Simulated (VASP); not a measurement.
# Fe (Pm-3m) in VASP: further runs

Fe is run at these levels: PBE; tasks: single point.

All numbers are computed with VASP 6.6.1; they aren't measurements. Logs are shortened: lines on timing, memory, paths and dates and some standing lists are left out, and cuts for length are marked.

**1. The cell of the first run**

Symmetry: Pm-3m, No. 221, cubic system. Conventional cell: a = 2.256 Å, b = 2.256 Å, c = 2.256 Å, α = 90.00°, β = 90.00°, γ = 90.00°. Within 3.0 Å of Fe (site symmetry m-3m) lie 6 Fe at 2.26 Å.

**2. Single point, PBE, collinear spin, ferromagnetic start**

INCAR reads:

```
SYSTEM = Fe
PREC     = Accurate       ! precision mode
ENCUT    = 520            ! plane-wave cutoff, eV
EDIFF    = 1E-6           ! SCF threshold, eV
ISMEAR   = 1              ! smearing method
SIGMA    = 0.05           ! smearing width, eV
LREAL    = .False.        ! projectors in reciprocal space
LASPH    = .True.         ! aspherical terms in the spheres
NELM     = 150            ! most SCF steps
ALGO     = Normal         ! electronic algorithm
ISIF     = 2              ! what is computed and relaxed
LWAVE    = .False.        ! write WAVECAR
LCHARG   = .False.        ! write CHGCAR
ISPIN    = 2              ! spin polarisation
MAGMOM   = 3.5            ! initial moments
LORBIT   = 11             ! projections on sites
LMAXMIX  = 4              ! l up to which the mixer works
GGA      = PE             ! functional
NBANDS   = 14             ! bands
```

KPOINTS reads:

```
regular mesh
0
Gamma
  9 9 9
  0 0 0
```

POSCAR reads:

```
Fe
1.0
    2.2557347602      0.0000000000      0.0000000000
    0.0000000000      2.2557347602      0.0000000000
    0.0000000000      0.0000000000      2.2557347602
Fe
1
Direct
    0.0000000000      0.0000000000      0.0000000000
```

Potentials or basis: VASP PAW PBE potentials, release 64 (Fe).

The run is started by

```sh
> cat potpaw_PBE.64/Fe/POTCAR > POTCAR
> mpirun -np 1 vasp_std > vasp.out
```

OUTCAR:

```text
SYSTEM = Fe
   PREC = Accurate
   ENCUT = 520
   EDIFF = 1E-6
   ISMEAR = 1
   LREAL = .False.
   LASPH = .True.
   NELM = 150
   ISIF = 2
   ISPIN = 2
   LORBIT = 11
   GGA = PE

 ion  position               nearest neighbor table
   1  0.000  0.000  0.000-

  LATTYP: Found a simple cubic cell.
 ALAT       =     2.2557347602

  Lattice vectors:

 A1 = (   2.2557347602,   0.0000000000,   0.0000000000)
 A2 = (   0.0000000000,   2.2557347602,   0.0000000000)
 A3 = (   0.0000000000,   0.0000000000,   2.2557347602)

Analysis of symmetry for initial positions (statically):
=====================================================================
 Subroutine PRICEL returns:
 Original cell was already a primitive cell.

 Routine SETGRP: Setting up the symmetry group for a
 simple cubic supercell.

 Subroutine GETGRP returns: Found 48 space group operations
 (whereof 48 operations were pure point group operations)
 out of a pool of 48 trial point group operations.

The static configuration has the point symmetry O_h .

Analysis of symmetry for dynamics (positions and initial velocities):
=====================================================================
 Subroutine PRICEL returns:
 Original cell was already a primitive cell.

 Routine SETGRP: Setting up the symmetry group for a
 simple cubic supercell.

 Subroutine GETGRP returns: Found 48 space group operations
 (whereof 48 operations were pure point group operations)
 out of a pool of 48 trial point group operations.

The dynamic configuration has the point symmetry O_h .

Analysis of structural, dynamic, and magnetic symmetry:
=====================================================================
 Subroutine PRICEL returns:
 Original cell was already a primitive cell.

 Routine SETGRP: Setting up the symmetry group for a
 simple cubic supercell.

 Subroutine GETGRP returns: Found 48 space group operations
 (whereof 48 operations were pure point group operations)
 out of a pool of 48 trial point group operations.

The overall configuration has the point symmetry O_h .

 Subroutine INISYM returns: Found 48 space group operations
 (whereof 48 operations are pure point group operations),
 and found     1 'primitive' translations

----------------------------------------------------------------------------------------

                                     Primitive cell

  volume of cell :      11.4779

  direct lattice vectors                    reciprocal lattice vectors
     2.255734760  0.000000000  0.000000000     0.443314532  0.000000000  0.000000000
     0.000000000  2.255734760  0.000000000     0.000000000  0.443314532  0.000000000
     0.000000000  0.000000000  2.255734760     0.000000000  0.000000000  0.443314532

  length of vectors
     2.255734760  2.255734760  2.255734760     0.443314532  0.443314532  0.443314532

  position of ions in fractional coordinates (direct lattice)
     0.000000000  0.000000000  0.000000000

  ion indices of the primitive-cell ions
   primitive index   ion index
                 1           1

----------------------------------------------------------------------------------------

 KPOINTS: regular mesh

Automatic generation of k-mesh.
 Grid dimensions read from file:
 generate k-points for:    9    9    9

 Generating k-lattice:

  Cartesian coordinates                     Fractional coordinates (reciprocal lattice)
     0.049257170  0.000000000  0.000000000     0.111111111  0.000000000  0.000000000
     0.000000000  0.049257170  0.000000000     0.000000000  0.111111111  0.000000000
     0.000000000  0.000000000  0.049257170     0.000000000  0.000000000  0.111111111

  Length of vectors
     0.049257170  0.049257170  0.049257170

  Shift w.r.t. Gamma in fractional coordinates (k-lattice)
     0.000000000  0.000000000  0.000000000

 Subroutine IBZKPT returns following result:
 ===========================================

 Found     35 irreducible k-points:

 Following reciprocal coordinates:
            Coordinates               Weight
  0.000000  0.000000  0.000000      1.000000
  0.111111  0.000000  0.000000      6.000000
  0.222222  0.000000  0.000000      6.000000
  0.333333  0.000000  0.000000      6.000000
  0.444444  0.000000  0.000000      6.000000
  0.111111  0.111111  0.000000     12.000000
[... 16 lines left out ...]
  0.333333  0.333333  0.111111     24.000000
  0.444444  0.333333  0.111111     48.000000
 [... further k-points ...]
   k-points           NKPTS =     35   k-points in BZ     NKDIM =     35   number of bands    NBANDS=     14
   number of dos      NEDOS =    301   number of ions     NIONS =      1
   total plane-waves  NPLWV =   5832
   dimension x,y,z NGX =    18 NGY =   18 NGZ =   18
   dimension x,y,z NGXF=    36 NGYF=   36 NGZF=   36
   ions per type =               1
   NGX,Y,Z   is equivalent  to a cutoff of  13.27, 13.27, 13.27 a.u.
   NGXF,Y,Z  is equivalent  to a cutoff of  26.53, 26.53, 26.53 a.u.
 SYSTEM =  Fe
   PREC   = accura    normal or accurate (medium, high low for compatibility)
   ISTART =      0    job   : 0-new  1-cont  2-samecut
   ICHARG =      2    charge: 1-file 2-atom 10-const
   ISPIN  =      2    spin polarized calculation?
   LNONCOLLINEAR =      F non collinear calculations
   LSORBIT =      F    spin-orbit coupling
   LASPH  =      T    aspherical Exc in radial PAW
   ENCUT  =  520.0 eV  38.22 Ry    6.18 a.u.   4.19  4.19  4.19*2*pi/ulx,y,z
   NELM   =    150;   NELMIN=  2; NELMDL= -5     # of ELM steps
   EDIFF  = 0.1E-05   stopping-criterion for ELM
   LREAL  =      F    real-space projection
   EDIFFG = 0.1E-04   stopping-criterion for IOM
   NSW    =      0    number of steps for IOM
   IBRION =     -1    ionic relax: 0-MD 1-quasi-New 2-CG
   NFREE  =      0    steps in history (QN), initial steepest desc. (CG)
   ISIF   =      2    stress and relaxation
   ISYM   =      2    0-nonsym 1-usesym 2-fastsym
   POTIM  = 0.5000    time-step for ionic-motion
   TEBEG  =    0.0;   TEEND  =   0.0 temperature during run
   PSTRESS=    0.0 pullay stress
   NELECT =       8.0000    total number of electrons
   NUPDOWN=      -1.0000    fix difference up-down
   EMIN   =  10.00;   EMAX   =-10.00  energy-range for DOS
   EFERMI =   0.00;   METHOD = LEGACY
   ISMEAR =     1;   SIGMA  =   0.05  broadening in eV -4-tet -1-fermi 0-gaus
   EFERMI_NEDOS =   21; number of points for ismear=-14 and -15
   IALGO  =     38    algorithm
   IMIX   =      4    mixing-type and parameters
     AMIX     =   0.40;   BMIX     =  1.00
     AMIX_MAG =   1.60;   BMIX_MAG =  1.00
  volume/ion in A,a.u.               =      11.48        77.46
  Fermi-wavevector in a.u.,A,eV,Ry     =   1.451499  2.742936 28.665433  2.106850
  Thomas-Fermi vector in A             =   2.568989
   LORBIT       =     11    0 simple, 1 ext, 2 COOP (PROOUT), +10 PAW based schemes
   GGA     = PE    functional components
   LHFCALC =     F    Hartree Fock is set to
   AEXX    =    0.0000 exact exchange contribution
   IVDW    =     0    specifies the selected vdW correction
   LEPSILON=     F    determine dielectric tensor
   LRPA    =     F    only Hartree local field effects (RPA)
 spin polarized calculation
 Methfessel and Paxton  Order N= 1 SIGMA  =   0.05
  energy-cutoff  :      520.00
  volume of cell :       11.48
 maximum number of plane-waves:       316
 NGX is ok and might be reduce to    18
   NGX =  9   NGY =  9   NGZ =  9

 number of electron       8.0000005 magnetization       2.3298441

 Free energy of the ion-electron system (eV)
  ---------------------------------------------------
  ext. energy  EPLUGINS =         0.00000000
  ---------------------------------------------------
  free energy    TOTEN  =        -7.36058107 eV

  energy without entropy =       -7.35973121  energy(sigma->0) =       -7.36029778

 E-fermi :   6.0150     XC(G=0): -12.9450

 val. band max:        6.0120214207   @ k =   0.4444   0.3333   0.2222
 cond. band min:       6.1130653991   @ k =   0.4444   0.4444   0.2222
 fundamental gap:      0.1010439783
 Fermi energy:         6.0150321886

 spin component 1

 k-point     1 :       0.0000    0.0000    0.0000
  band No.  band energies     occupation
      1      -2.5709      1.00000
      2       1.5214      1.00000
      3       1.5214      1.00000
      4       5.7876      1.00000
      5       5.7876      1.00000
      6       5.7876      1.00000
      7      26.5959      0.00000
      8      26.5959      0.00000
      9      26.5959      0.00000
     10      30.8209      0.00000
     11      30.8209      0.00000
     12      35.8715      0.00000
     13      48.5524      0.00000
     14      48.5524      0.00000
[... 375 lines left out ...]
 k-point    24 :       0.4444    0.3333    0.1111
  band No.  band energies     occupation
      1       0.9678      1.00000
      2       2.9416      1.00000
      3       3.9928      1.00000
      4       4.3566      1.00000
      5       5.7453      1.00000
      6       9.5387      0.00000
      7      12.9953      0.00000
      8      20.6044      0.00000
      9      24.1075      0.00000
     10      31.0429      0.00000
     11      35.1186      0.00000
     12      39.3313      0.00000
     13      42.6296      0.00000
     14      45.7279      0.00000

 [... further k-points ...]

 spin component 2

 k-point     1 :       0.0000    0.0000    0.0000
  band No.  band energies     occupation
      1      -2.2085      1.00000
      2       3.0001      1.00000
      3       3.0004      1.00000
      4       8.7374      0.00000
      5       8.7375      0.00000
      6       8.7379      0.00000
      7      27.2756      0.00000
      8      27.2756      0.00000
      9      27.2756      0.00000
     10      31.3408      0.00000
     11      31.3409      0.00000
     12      35.8178      0.00000
     13      49.0884      0.00000
     14      49.0884      0.00000
[... 375 lines left out ...]
 k-point    24 :       0.4444    0.3333    0.1111
  band No.  band energies     occupation
      1       2.6535      1.00000
      2       4.4436      1.00000
      3       6.5226     -0.00000
      4       6.6192     -0.00000
      5       7.7532      0.00000
      6      10.6936      0.00000
      7      13.9889      0.00000
      8      21.4095      0.00000
      9      25.0875      0.00000
     10      31.4069      0.00000
     11      35.7668      0.00000
     12      39.6013      0.00000
     13      43.2732      0.00000
     14      46.4497      0.00000

 [... further k-points ...]

------------------------ aborting loop because EDIFF is reached ----------------------------------------

  FORCE on cell =-STRESS in cart. coord.  units (eV):
  Direction    XX          YY          ZZ          XY          YZ          ZX
  --------------------------------------------------------------------------------------
  -------------------------------------------------------------------------------------
  Total        2.0779444      2.0779444      2.0779444      0.0000000      0.0000000      0.0000000
  in kB      290.0550315    290.0550315    290.0550315      0.0000000      0.0000000      0.0000000
  external PRESSURE =     290.0550315 kB  Pullay stress =       0.0000000 kB

 VOLUME and BASIS-vectors are now :
 -----------------------------------------------------------------------------
  energy-cutoff  :      520.00
  volume of cell :       11.48
      direct lattice vectors                 reciprocal lattice vectors
     2.255734760  0.000000000  0.000000000     0.443314532  0.000000000  0.000000000
     0.000000000  2.255734760  0.000000000     0.000000000  0.443314532  0.000000000
     0.000000000  0.000000000  2.255734760     0.000000000  0.000000000  0.443314532

 POSITION                                       TOTAL-FORCE (eV/Angst)
 -----------------------------------------------------------------------------------
      0.00000      0.00000      0.00000         0.000000      0.000000      0.000000
 -----------------------------------------------------------------------------------
    total drift:                                0.000000      0.000000     -0.000000

  FREE ENERGIE OF THE ION-ELECTRON SYSTEM (eV)
  ---------------------------------------------------
  free  energy   TOTEN  =        -7.3605810683 eV

  energy  without entropy=       -7.3597312128  energy(sigma->0) =       -7.36029778

 total charge

# of ion       s       p       d       tot
------------------------------------------
    1        0.552   0.509   6.398   7.460

 magnetization (x)

# of ion       s       p       d       tot
------------------------------------------
    1        0.006   0.008   2.292   2.305
```

Run time: 6 s. Hardware: 1 thread of AMD EPYC 9R45 (Zen 5), shared host; peak memory 0.1 GiB.

What came out:

* Free energy: -7.3606 eV
* Pressure: 29.0 GPa
* Net moment: 2.33 μB per cell
* Site moments: Fe +2.31 μB
* Valence electrons inside the program's atomic spheres: Fe 7.46

**3. Single point, PBE, collinear spin, ferromagnetic start**

This run uses another cell than the first one, of 11.92 Å³/atom, 1.038 times its volume.

INCAR reads:

```
PREC = Accurate
ENCUT = 520
EDIFF = 1E-6
ISMEAR = 1
SIGMA = 0.05
LREAL = False
LASPH = True
NELM = 150
ALGO = Normal
ISIF = 2
LWAVE = False
LCHARG = False
ISPIN = 2
MAGMOM = 3.5
LORBIT = 11
LMAXMIX = 4
GGA = PE
NBANDS = 14
```

KPOINTS reads:

```
regular mesh
0
Gamma
  9 9 9
```

POSCAR reads:

```
Fe
1.0
    2.2841857603      0.0000000000      0.0000000000
    0.0000000000      2.2841857603      0.0000000000
    0.0000000000      0.0000000000      2.2841857603
Fe
1
Direct
    0.0000000000      0.0000000000      0.0000000000
```

Potentials or basis: VASP PAW PBE potentials, release 64 (Fe).

The run is started by

```sh
> cat potpaw_PBE.64/Fe/POTCAR > POTCAR
> mpirun -np 1 vasp_std > vasp.out
```

Wall time 5.9 s (1 thread of AMD EPYC 9R45 (Zen 5), shared host); peak memory 0.1 GiB.

The run converged. Its results:

```yaml
Free_energy: -7.4262 eV
Pressure: 19.1 GPa
Net_moment: 2.33 μB per cell
Site_moments: Fe +2.31 μB
Valence_electrons_inside_the_program's_atomic_spheres: Fe 7.38
```

Levels at points of the mesh, in eV from the Fermi level:
Spin up:
| k point | band 3 | band 4 | band 5 | band 6 | band 7 | band 8 |
| --- | --- | --- | --- | --- | --- | --- |
| (0.00, 0.00, 0.00) | -4.25 | -0.24 | -0.24 | -0.24 | 20.16 | 20.16 |
Spin down:
```
           k point  band 1  band 2  band 3  band 4  band 5  band 6  band 7  band 8
(0.00, 0.00, 0.00)   -7.96   -2.78   -2.78    2.71    2.71    2.71   20.82   20.82
```

[end of part 1 of 2]
